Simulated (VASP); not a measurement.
Fe: single point with PBEsol

Fe:

```
CELL_PARAMETERS angstrom
-1.39353 1.39353 1.39353
1.39353 -1.39353 1.39353
1.39353 1.39353 -1.39353
ATOMIC_POSITIONS crystal
Fe 0.00000 0.00000 0.00000
```

```yaml
Program: VASP 6.6.1
Task: single point
Functional: PBEsol
Potentials_or_basis: VASP PAW PBE potentials, release 64 (Fe)
Cutoff: 520 eV
k_mesh: 21 × 21 × 21
Occupations: fermi-dirac, width 0.08 eV
Spin: collinear spin, ferromagnetic start
Starting_moments: "[2.5] μB"
Dipole_correction: no
Further_INCAR_settings: ALGO = Normal; EDIFF = 1e-07; NBANDS = 14
```

* Pressure: -0.1 GPa
* Net moment: 2.10 μB per cell
* Site moments: Fe +2.08 μB
* Valence electrons inside the program's atomic spheres: Fe 7.38

Levels at points of the mesh, in eV from the Fermi level:
Spin up:
| k point | band 1 | band 2 | band 3 | band 4 | band 5 | band 6 | band 7 | band 8 | band 9 | band 10 |
| --- | --- | --- | --- | --- | --- | --- | --- | --- | --- | --- |
| (0.00, 0.00, 0.00) | -8.85 | -2.44 | -2.44 | -2.44 | -1.08 | -1.08 | 25.36 | 25.36 | 25.36 | 30.78 |
Spin down:
```csv
k point,band 1,band 2,band 3,band 4,band 5,band 6
"(0.00, 0.00, 0.00)",-8.59,-0.60,-0.60,-0.60,1.49,1.49
```

Run time: 110 s on 1 thread of Intel Xeon 8259CL (shared host), peak memory 0.18 GiB.

Caveat: the PAW data sets were made with another functional, which shifts forces and pressure a little.
